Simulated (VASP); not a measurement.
Set up this calculation in VASP 6.6.1, as the native input.

| Item | Value |
| --- | --- |
| Task | single point |
| Functional | PBE |
| Potentials or basis | VASP PAW PBE potentials, release 64 (Zn, H, O) |
| Cutoff | 520 eV |
| k mesh | 18 × 18 × 4 |
| Occupations | gaussian, width 0.02 eV |
| Spin | no spin polarisation |
| Dipole correction | no |
| Further INCAR settings | ALGO = Normal; EDIFF = 1e-06; NBANDS = 27 |

The structure of ZnH4O3 lies in POSCAR:

```
ZnH4O3
1.0
    2.5857357969      0.0000000000      0.0000000000
   -1.2928678984      2.2393128876      0.0000000000
    0.0000000000      0.0000000000     11.3495074808
Zn H O
1 4 3
Direct
    0.6666666667      0.3333333333      0.0000000000
    0.0000000000      0.0000000000      0.1561590589
    0.0000000000      0.0000000000      0.5453512828
    0.0000000000      0.0000000000      0.4546487172
    0.0000000000      0.0000000000      0.8438409411
    0.6666666667      0.3333333333      0.5000000000
    0.3333333333      0.6666666667      0.1334241809
    0.3333333333      0.6666666667      0.8665758191
```

The cell was built from a structure type or drawn by symmetry, and may not be a known phase.

These files were run (other wordings do the same):

INCAR

```
PREC     = Accurate       # precision mode
ENCUT    = 520            # plane-wave cutoff, eV
EDIFF    = 1E-6           # SCF threshold, eV
ISMEAR   = 0              # smearing method
SIGMA    = 0.02           # smearing width, eV
LREAL    = False          # projectors in reciprocal space
LASPH    = True           # aspherical terms in the spheres
NELM     = 100            # most SCF steps
ALGO     = Normal         # electronic algorithm
ISIF     = 2              # what is computed and relaxed
LWAVE    = False          # write WAVECAR
LCHARG   = False          # write CHGCAR
GGA      = PE             # functional
NBANDS   = 27             # bands
```

KPOINTS

```
Automatic mesh
0
Gamma
  18 18 4
```

Potentials or basis: VASP PAW PBE potentials, release 64 (Zn, H, O).

The run is started by

```sh
$ cat potpaw_PBE.64/Zn/POTCAR potpaw_PBE.64/H/POTCAR potpaw_PBE.64/O/POTCAR > POTCAR
$ mpirun -np 1 vasp_std > vasp.out
```

It gave:

The pressure is 0.4 GPa. The largest force is 0.081 eV/Å and the band gap on the k mesh is 0.49 eV.

Wall time 120 s on 1 thread of AMD EPYC 9R45 96-Core Processor (Zen 5), with other jobs on the host, peak memory 0.27 GiB.
